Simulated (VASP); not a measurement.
Here is a VASP 6.6.1 calculation.

Contents of INCAR:

```
ALGO = Normal
EDIFF = 1E-6
ENCUT = 520
GGA = PE
ISIF = 2
ISMEAR = 0
LASPH = T
LCHARG = T
LELF = T
LREAL = F
LVHAR = T
LWAVE = F
NBANDS = 18
NELM = 80
PREC = Accurate
SIGMA = 0.1
```

File KPOINTS:

```
k-points
0
Gamma
  4 4 4
```

Contents of POSCAR:

```
B2P3
1.0
    4.4801314700      0.0000000000      0.0000000000
    0.0000000000      4.4801314700      0.0000000000
    0.0000000000      0.0000000000      4.4801314700
B P
2 3
Direct
    0.0000000000      0.0000000000      0.0000000000
    0.5000000000      0.5000000000      0.5000000000
    0.5000000000      0.0000000000      0.0000000000
    0.0000000000      0.5000000000      0.0000000000
    0.0000000000      0.0000000000      0.5000000000
```

Potentials or basis: VASP PAW PBE potentials, release 64 (B, P).

Run with:

```bash
$ cat potpaw_PBE.64/B/POTCAR potpaw_PBE.64/P/POTCAR > POTCAR
$ mpirun -np 1 vasp_std > vasp.out
```

(1) What does it give for the pressure?

Answers

(1) -16.4 GPa.
